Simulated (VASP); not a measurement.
## Re: single point with PBE

Re:

```
CELL_PARAMETERS angstrom
0.00000 2.07469 1.60373
2.07469 0.00000 1.60373
2.07469 2.07469 0.00000
ATOMIC_POSITIONS crystal
Re 0.00000 0.00000 0.00000
```

| Item | Value |
| --- | --- |
| Program | VASP 6.6.1 |
| Task | single point |
| Functional | PBE |
| Potentials or basis | VASP PAW PBE potentials, release 64 (Re) |
| Cutoff | 520 eV |
| k mesh | 10 × 10 × 10 |
| Occupations | gaussian, width 0.15 eV |
| Spin | no spin polarisation |

The pressure is 39.3 GPa and the band gap on the k mesh is zero (an odd number of electrons rules out a gap without spin polarisation).

Stress tensor (GPa, compression positive):
```
38.52  0.00  0.00
 0.00 38.52  0.00
 0.00  0.00 40.91
```

Levels at points of the mesh, in eV from the Fermi level:
| k point | band 1 | band 2 | band 3 | band 4 | band 5 | band 6 | band 7 |
| --- | --- | --- | --- | --- | --- | --- | --- |
| (0.00, 0.00, 0.00) | -11.09 | -3.07 | -3.07 | -1.86 | 0.16 | 1.67 | 14.77 |
| (0.50, 0.00, 0.00) | -7.90 | -4.76 | -0.07 | 0.06 | 2.17 | 5.01 | 11.00 |
| (0.50, 0.50, 0.00) | -7.78 | -7.46 | 3.93 | 4.30 | 4.30 | 6.93 | 9.54 |
| (0.50, 0.00, 0.50) | -7.94 | -6.02 | 0.85 | 2.02 | 2.56 | 5.36 | 11.90 |

Wall time 29 s on 1 thread of Intel Xeon 8259CL, on a shared host, peak memory 0.14 GiB.

Caveat: the cell stands under pressure; spin-orbit coupling is left out, which moves the levels of the heavy elements.
